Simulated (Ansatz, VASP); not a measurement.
## Cs: VASP beside Ansatz

```xyz
2
Lattice="5.5663 0.0000 0.0000 -2.7832 4.8206 0.0000 0.0000 0.0000 9.2585" Properties=species:S:1:pos:R:3 pbc="T T T"
Cs    0.0000    3.2137    2.3146
Cs    2.7832    1.6069    6.9439
```

Alike in both runs: task single point; functional r2SCAN; k mesh 6 × 6 × 2; occupations gaussian, width 0.15 eV; no spin polarisation.

|  | VASP | Ansatz |
| --- | --- | --- |
| version | VASP 6.6.1 | Ansatz 0.2.0 |
| potentials or method | VASP PAW PBE potentials, release 64 (Cs_sv), cutoff 520 eV | scalar-relativistic, plane waves, PAW |
| valence electrons in the cell | 18 | 18 |

|  | VASP | Ansatz | Ansatz less VASP |
| --- | --- | --- | --- |
| gap on the k mesh at the Fermi level (eV) | none | none | - |
| pressure (GPa) | 0.0 | 0.0 | 0.00 |
| traceless stress, the component that is largest in VASP (GPa) | -0.13 | -0.13 | 0.000 |

VASP's potentials were made for PBE, not for r2SCAN. A gap of «none» marks a metal or a gap that the smearing closes.

Spin-orbit coupling is off throughout.
